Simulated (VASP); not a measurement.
Set up this calculation in VASP 6.6.1, as the native input.

- Task: relaxation of cell and atoms
- Functional: PBE
- Potentials or basis: VASP PAW PBE potentials, release 64 (Si, C)
- Cutoff: 600 eV
- k mesh: 12 × 12 × 2
- Occupations: gaussian, width 0.02 eV
- Spin: no spin polarisation
- Dipole correction: no
- Further INCAR settings: ALGO = Normal; EDIFF = 1e-06; IBRION = 2; EDIFFG = -0.01; NSW = 100; ISIF = 3

The structure of SiC lies in POSCAR:

```
SiC
1.0
    3.0951976549      0.0000000000      0.0000000000
   -1.5475988275      2.6805197989      0.0000000000
    0.0000000000      0.0000000000     15.1822951770
Si C
6 6
Direct
    0.3333333333      0.6666666667      0.1422799372
    0.6666666667      0.3333333333      0.6422799372
    0.0000000000      0.0000000000      0.4755591463
    0.0000000000      0.0000000000      0.9755591463
    0.6666666667      0.3333333333      0.3087972986
    0.3333333333      0.6666666667      0.8087972986
    0.0000000000      0.0000000000      0.3501383363
    0.0000000000      0.0000000000      0.8501383363
    0.3333333333      0.6666666667      0.0172872114
    0.6666666667      0.3333333333      0.5172872114
    0.6666666667      0.3333333333      0.1837980602
    0.3333333333      0.6666666667      0.6837980602
```

One way to write it, as run:

INCAR

```
SYSTEM = SiC
  PREC = Accurate
  ENCUT = 600
  EDIFF = 1E-6
  ISMEAR = 0
  SIGMA = 0.02
  LREAL = .False.
  LASPH = .True.
  NELM = 100
  ALGO = Normal
  ISIF = 3
  LWAVE = .False.
  LCHARG = .False.
  GGA = PE
  IBRION = 2
  NSW = 100
  EDIFFG = -0.01
```

KPOINTS

```
Automatic mesh
0
Gamma
  12 12 2
  0 0 0
```

Potentials or basis: VASP PAW PBE potentials, release 64 (Si, C).

Launch:

```sh
$ cat potpaw_PBE.64/Si/POTCAR potpaw_PBE.64/C/POTCAR > POTCAR
$ mpirun -np 1 vasp_std > vasp.out
```

Results of the run:

| Quantity | Value |
| --- | --- |
| Relaxed volume | 10.49 Å³/atom |
| Relaxed cell | a = 3.094 Å, b = 3.094 Å, c = 15.181 Å, α = 90.00°, β = 90.00°, γ = 120.00° |
| Space group after relaxing (to 0.1 Å) | P6_3mc (No. 186) |
| Energy gained by relaxing | 0.0 meV/atom |
| Ionic steps | 3 |
| Pressure after relaxing | 0.0 GPa |
| Largest force after relaxing | 0.005 eV/Å |
| Band gap on the k mesh | 2.03 eV (least direct gap 3.13 eV) |

Wall time 8.3 min on 1 thread of Oxide Virtual Turin-like Processor, on a shared host, peak memory 0.35 GiB.
